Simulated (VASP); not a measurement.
Input of a VASP 6.6.1 run:

File INCAR:

```
SYSTEM = ZnS
PREC = Accurate ; ENCUT = 500
EDIFF = 1E-6 ; ISMEAR = 0
SIGMA = 0.01 ; LREAL = .False.
LASPH = .True. ; NELM = 120
ALGO = Normal ; ISIF = 2
LWAVE = .False. ; LCHARG = .False.
GGA = PE ; NBANDS = 16
GGA_COMPAT = .False.
```

File KPOINTS:

```
regular mesh
0
Gamma
  2 2 2
  0 0 0
```

Contents of POSCAR:

```
ZnS
1.0
    0.0000000000      2.6497804200      2.6497804200
    2.6497804200      0.0000000000      2.6497804200
    2.6497804200      2.6497804200      0.0000000000
Zn S
1 1
Direct
    0.0000000000      0.0000000000      0.0000000000
    0.2500000000      0.2500000000      0.2500000000
```

Potentials or basis: VASP PAW PBE potentials, release 64 (Zn, S).

Launch:

```sh
$ cat potpaw_PBE.64/Zn/POTCAR potpaw_PBE.64/S/POTCAR > POTCAR
$ mpirun -np 1 vasp_std > vasp.out
```

What does it give for the band gap on the k mesh?

2.27 eV, direct.

What does it give for the pressure?

13.6 GPa.

Caveat: the k points lie up to 1.03 Å⁻¹ apart. PBE gaps usually lie below the measured ones, often by a third to a half.
